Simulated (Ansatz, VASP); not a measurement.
**One calculation of InAs, two programs**

The input INCAR:

```
ALGO     = Normal         # electronic algorithm
EDIFF    = 1E-6           # SCF threshold, eV
ENCUT    = 500            # plane-wave cutoff, eV
GGA      = PE             # functional
GGA_COMPAT= F            
ISIF     = 2              # what is computed and relaxed
ISMEAR   = 0              # smearing method
LASPH    = T              # aspherical terms in the spheres
LCHARG   = T              # write CHGCAR
LELF     = T              # ELF
LREAL    = F              # projectors in reciprocal space
LVHAR    = T            
LWAVE    = F              # write WAVECAR
NBANDS   = 16             # bands
NELM     = 120            # most SCF steps
PREC     = Accurate       # precision mode
SIGMA    = 0.1            # smearing width, eV
```

The input KPOINTS:

```
k-points
0
Gamma
  6 6 6
```

POSCAR

```
InAs
1.0
    0.0000000000      2.8867486465      2.8867486465
    2.8867486465      0.0000000000      2.8867486465
    2.8867486465      2.8867486465      0.0000000000
In As
1 1
Direct
    0.0000000000      0.0000000000      0.0000000000
    0.2500000000      0.2500000000      0.2500000000
```

Input for Ansatz:

```yaml
crystal:
  lattice:
    - [0.0, 2.8867486465, 2.8867486465]
    - [2.8867486465, 0.0, 2.8867486465]
    - [2.8867486465, 2.8867486465, 0.0]
  atoms:
    - { symbol: In, position: [0.0, 0.0, 0.0] }
    - { symbol: As, position: [0.25, 0.25, 0.25] }
basis:
  ecutwfc: 420
kpoints:
  mp_grid: { grid: [6, 6, 6] }
hamiltonian:
  xc: pbe
scf:
  occupations: { method: gaussian, width: 0.1 }
output:
  forces: true
  stress: true
  eigenvalues: true
```

Alike in both runs: task single point; functional PBE; k mesh 6 × 6 × 6; occupations gaussian, width 0.1 eV; no spin polarisation.

```csv
,VASP,Ansatz
version,VASP 6.6.1,Ansatz 0.2.0
potentials or method,"VASP PAW PBE potentials, release 64 (In_d, As), cutoff 500 eV","scalar-relativistic, plane waves, PAW"
valence electrons in the cell,18,28
```

```csv
,VASP,Ansatz,Ansatz less VASP
gap on the k mesh at the Fermi level (eV),0.52,0.51,-0.007
least direct gap on the mesh (eV),0.52,0.51,-0.007
pressure (GPa),16.5,16.4,-0.13
```

VASP's potentials hold 18 valence electrons a cell and Ansatz's 28, so a difference there can come from the potentials and not from the codes.
